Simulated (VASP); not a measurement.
Write the native input for VASP 6.6.1 that does the following.

```yaml
Task: single point
Functional: PBE-based screened hybrid with 25 % exact exchange
Potentials_or_basis: VASP PAW PBE potentials, release 64 (In_d)
Cutoff: 520 eV
k_mesh: 5 × 5 × 5
Occupations: fermi-dirac, width 0.05 eV
Spin: no spin polarisation
Dipole_correction: no
Grid_for_exact_exchange_PRECFOCK: Normal
Share_of_exact_exchange: 0.25
Further_INCAR_settings: ALGO = Normal; EDIFF = 1e-06; NBANDS = 12
Screening_parameter: 0.3 1/Å
```

In:

```
In
1.0
    -1.88253    1.88253    1.88253
     1.88253   -1.88253    1.88253
     1.88253    1.88253   -1.88253
In
1
Direct
  0.00000 0.00000 0.00000
```

This isn't the form of In at room conditions, which is tetragonal.

The input as run:

POSCAR

```
In
1.0
   -1.8825252400      1.8825252400      1.8825252400
    1.8825252400     -1.8825252400      1.8825252400
    1.8825252400      1.8825252400     -1.8825252400
In
1
Direct
    0.0000000000      0.0000000000      0.0000000000
```

INCAR.step1

```
SYSTEM = In
PREC = Accurate ; ENCUT = 520
EDIFF = 1E-5 ; ISMEAR = -1
SIGMA = 0.05 ; LREAL = .False.
LASPH = .True. ; NELM = 80
ALGO = Normal ; ISIF = 2
LWAVE = .True. ; LCHARG = .False.
GGA = PE ; NBANDS = 12
```

INCAR.step2

```
SYSTEM = In
PREC = Accurate ; ENCUT = 520
EDIFF = 1E-6 ; ISMEAR = -1
SIGMA = 0.05 ; LREAL = .False.
LASPH = .True. ; NELM = 80
ALGO = Normal ; ISIF = 2
LWAVE = .False. ; LCHARG = .False.
GGA = PE ; LHFCALC = .True.
AEXX = 0.25 ; HFSCREEN = 0.3
PRECFOCK = Normal ; ISTART = 1
NBANDS = 12
```

KPOINTS

```
Automatic mesh
0
Gamma
  5 5 5
  0 0 0
```

Potentials or basis: VASP PAW PBE potentials, release 64 (In_d).

Launch:

```sh
$ cat potpaw_PBE.64/In_d/POTCAR > POTCAR
$ cp INCAR.step1 INCAR
$ mpirun -np 1 vasp_std > vasp.out
$ cp INCAR.step2 INCAR
$ mpirun -np 1 vasp_std > vasp.out
```

It gave:

```
Pressure               : -0.4 GPa
Band gap on the k mesh : zero (an odd number of electrons rules out a gap without spin polarisation)
```

Caveat: the k points lie up to 0.47 Å⁻¹ apart, too coarse for converged energies and pressures of a metal; the PAW data sets were made with another functional, which shifts forces and pressure a little; spin-orbit coupling is left out, which moves the levels of the heavy elements.

It took 8.5 min on 1 thread of AMD EPYC 7R43 64-Core Processor (Zen 3) (shared host), peak memory 0.2 GiB.
